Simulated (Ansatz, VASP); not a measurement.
## One calculation of LiCdSbS4, two programs

```
Li Cd Sb S
1.0
   -10.20209    0.00000    0.00000
     0.00000   -5.03804    3.16017
     0.00000    5.03804    3.16017
Li Cd Sb S
2 2 2 8
Direct
  0.00000 0.90340 0.90340
  0.50000 0.90340 0.90340
  0.25000 0.63523 0.28548
  0.75000 0.28548 0.63523
  0.25000 0.29992 0.69931
  0.75000 0.69931 0.29992
  0.56788 0.94725 0.51889
  0.43212 0.51889 0.94725
  0.93212 0.94725 0.51889
  0.06788 0.51889 0.94725
  0.25000 0.91458 0.73692
  0.75000 0.73692 0.91458
  0.25000 0.18154 0.27227
  0.75000 0.27227 0.18154
```

Alike in both runs: functional PBE; k mesh 3 × 5 × 5; no spin polarisation.

Ansatz relaxed the structure, and its values are those at the end. VASP's run is a single point on that final structure, the one shown.

|  | VASP | Ansatz |
| --- | --- | --- |
| version | VASP 6.6.1 | Ansatz 0.2.0 |
| potentials or method | VASP PAW PBE potentials, release 64 (Li_sv, Cd, Sb, S), cutoff 520 eV | PAW plane waves |
| occupations | fermi-dirac, width 0.1 eV | fermi-dirac |
| valence electrons in the cell | 88 | 124 |

|  | VASP | Ansatz | Ansatz less VASP |
| --- | --- | --- | --- |
| rms of the force components (eV/Å) | 0.015 | 0.003 | -0.0115 |

VASP's potentials hold 88 valence electrons a cell and Ansatz's 124, so a difference there can come from the potentials and not from the codes. Ansatz's warnings: stress scf threshold loose.

Spin-orbit coupling is off throughout. Noted on VASP's run: the cutoff is short for stress, so the pressure is rough.
